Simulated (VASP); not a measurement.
A run of VASP 6.6.1 is set up as follows.

File POSCAR:

```
Cu
1.0
   11.2734489871      0.0000000000      0.0000000000
    0.0000000000      2.1807964461      0.0000000000
   -4.4777351239      0.0000000000     21.1856174829
Cu
1
Direct
    0.5000000000      0.5000000000      0.5000000000
```

The input INCAR.step1:

```
SYSTEM = Cu
  PREC = Accurate
  ENCUT = 520
  ISMEAR = 1
  SIGMA = 0.1
  LREAL = .False.
  LASPH = .True.
  NELM = 80
  NBANDS = 12
  GGA = PE
  ALGO = Normal
  EDIFF = 1E-4
  LWAVE = .True.
  LCHARG = .False.
```

Contents of INCAR.step2:

```
SYSTEM = Cu
  PREC = Accurate
  ENCUT = 520
  EDIFF = 1E-6
  ISMEAR = 1
  SIGMA = 0.1
  LREAL = .False.
  LASPH = .True.
  NELM = 80
  ALGO = Normal
  ISIF = 2
  LWAVE = .False.
  LCHARG = .True.
  METAGGA = R2SCAN
  LMIXTAU = .True.
  LELF = .True.
  LVHAR = .True.
  NBANDS = 12
  ISTART = 1
```

File KPOINTS:

```
Automatic mesh
0
Gamma
  3 13 2
  0 0 0
```

Potentials or basis: VASP PAW PBE potentials, release 64 (Cu).

The run is started by

```bash
$ cat potpaw_PBE.64/Cu/POTCAR > POTCAR
$ cp INCAR.step1 INCAR
$ mpirun -np 1 vasp_std > vasp.out
$ cp INCAR.step2 INCAR
$ mpirun -np 1 vasp_std > vasp.out
```

(1) What does it give for the pressure?

(2) What does it give for the band gap on the k mesh?

Answers

(1) 0.1 GPa.

(2) zero (an odd number of electrons rules out a gap without spin polarisation).

Caveat: the PAW data sets were made with another functional, which shifts forces and pressure a little.
